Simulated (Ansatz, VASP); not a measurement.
**TiSi2 in VASP and in Ansatz**

```
Ti Si
1.0
     4.76176    0.00000    0.00000
     0.00000   -4.09106    4.24805
     0.00000   -4.09106   -4.24805
Ti Si
4 8
Direct
  0.25000 0.50000 0.00000
  0.75000 0.00000 0.50000
  0.00000 0.50000 0.50000
  0.50000 0.00000 0.00000
  0.75000 0.66383 0.16383
  0.25000 0.16383 0.66383
  0.75000 0.33617 0.83617
  0.25000 0.83617 0.33617
  0.00000 0.83617 0.83617
  0.50000 0.33617 0.33617
  0.00000 0.16383 0.16383
  0.50000 0.66383 0.66383
```

Alike in both runs: functional PBEsol; k mesh 8 × 6 × 6; occupations gaussian, width 0.1 eV; no spin polarisation.

Ansatz relaxed the structure, and its values are those at the end. VASP's run is a single point on that final structure, the one shown.

```csv
,VASP,Ansatz
version,VASP 6.6.1,Ansatz 0.2.0
potentials or method,"VASP PAW PBE potentials, release 64 (Ti_sv, Si), cutoff 520 eV","scalar-relativistic, plane waves, PAW"
valence electrons in the cell,80,80
```

Ansatz gave:

```
gap on the k mesh at the Fermi level (eV) : none
pressure (GPa)                            : 0.0
```

Problem. Which values does VASP return?

Solution. gap on the k mesh at the Fermi level (eV): none; pressure (GPa): 0.2.

VASP's potentials were made for PBE, not for PBEsol. A gap of «none» marks a metal or a gap that the smearing closes.
